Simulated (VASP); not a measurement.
Input of a VASP 6.6.1 run:

Contents of INCAR:

```
PREC     = Accurate       # precision mode
ENCUT    = 500            # plane-wave cutoff, eV
EDIFF    = 1E-6           # SCF threshold, eV
ISMEAR   = 1              # smearing method
SIGMA    = 0.1            # smearing width, eV
LREAL    = F              # projectors in reciprocal space
LASPH    = T              # aspherical terms in the spheres
NELM     = 120            # most SCF steps
ALGO     = Normal         # electronic algorithm
ISIF     = 2              # what is computed and relaxed
LWAVE    = F              # write WAVECAR
LCHARG   = T              # write CHGCAR
LELF     = T              # ELF
LVHAR    = T            
NBANDS   = 12             # bands
GGA_COMPAT= F
```

The input KPOINTS:

```
Automatic mesh
0
Gamma
  13 13 13
```

Contents of POSCAR:

```
Ag
1.0
    0.0000000000      2.0427500000      2.0427500000
    2.0427500000      0.0000000000      2.0427500000
    2.0427500000      2.0427500000      0.0000000000
Ag
1
Direct
    0.0000000000      0.0000000000      0.0000000000
```

Potentials or basis: VASP PAW LDA potentials, release 64 (Ag).

Command:

```sh
$ cat potpaw_LDA.64/Ag/POTCAR > POTCAR
$ mpirun -np 1 vasp_std > vasp.out
```

**Question.** What does it give for the pressure?

**Answer.** -7.4 GPa.
